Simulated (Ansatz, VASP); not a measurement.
One calculation of Fe, two programs

Contents of INCAR:

```
SYSTEM = Fe
ALGO     = Normal         ! electronic algorithm
EDIFF    = 1E-6           ! SCF threshold, eV
ENCUT    = 690            ! plane-wave cutoff, eV
GGA      = PS             ! functional
GGA_COMPAT= .FALSE.      
ISIF     = 2              ! what is computed and relaxed
ISMEAR   = 1              ! smearing method
ISPIN    = 2              ! spin polarisation
IVDW     = 12             ! dispersion correction
LASPH    = .TRUE.         ! aspherical terms in the spheres
LCHARG   = .FALSE.        ! write CHGCAR
LMAXMIX  = 4              ! l up to which the mixer works
LORBIT   = 11             ! projections on sites
LREAL    = .FALSE.        ! projectors in reciprocal space
LWAVE    = .FALSE.        ! write WAVECAR
MAGMOM   = 3              ! initial moments
NBANDS   = 18             ! bands
NELM     = 200            ! most SCF steps
PREC     = Accurate       ! precision mode
SIGMA    = 0.1            ! smearing width, eV
```

Contents of KPOINTS:

```
k-points
0
G
  13 13 13
  0 0 0
```

File POSCAR:

```
Fe
1.0
   -1.4430000000      1.4430000000      1.4430000000
    1.4430000000     -1.4430000000      1.4430000000
    1.4430000000      1.4430000000     -1.4430000000
Fe
1
Direct
    0.0000000000      0.0000000000      0.0000000000
```

The input input.yaml:

```yaml
crystal:
  lattice:
    - [-1.443, 1.443, 1.443]
    - [1.443, -1.443, 1.443]
    - [1.443, 1.443, -1.443]
  atoms:
    - { symbol: Fe, position: [0.0, 0.0, 0.0], spin: 3.0 }
hamiltonian:
  xc: pbesol
  pseudopotentials: { kind: paw, accuracy: standard, xc_functional: pbe }
  dispersion: d3bj
magnetization:
  spin_polarized: true
kpoints:
  mp_grid: { grid: [13, 13, 13] }
scf:
  occupations: { method: methfessel_paxton, width: 0.1 }
output:
  forces: true
  stress: true
  eigenvalues: true
```

Alike in both runs: task single point; functional PBEsol; dispersion D3(BJ); k mesh 13 × 13 × 13; occupations methfessel-paxton of order 1, width 0.1 eV; collinear spin.

|  | VASP | Ansatz |
| --- | --- | --- |
| version | VASP 6.6.1 | Ansatz 0.2.0 |
| potentials or method | VASP PAW PBE potentials, release 64 (Fe_sv) | SSSP efficiency PAW |
| plane-wave cutoff (eV) | 690 | 1225 |
| valence electrons in the cell | 16 | 16 |

Ansatz gave:

* gap on the k mesh at the Fermi level (eV): none
* pressure (GPa): -21.5
* net moment per atom (μB): 2.27
* size of the moment on the site where the two differ most (μB): 2.31

Task: Which values does VASP return?

Result: gap on the k mesh at the Fermi level (eV): none; pressure (GPa): -23.3; net moment per atom (μB): 2.27; size of the moment on the site where the two differ most (μB): 2.27.

VASP's potentials were made for PBE, not for PBEsol. Site moments also hang on the region over which each program counts them. A gap of «none» marks a metal or a gap that the smearing closes.
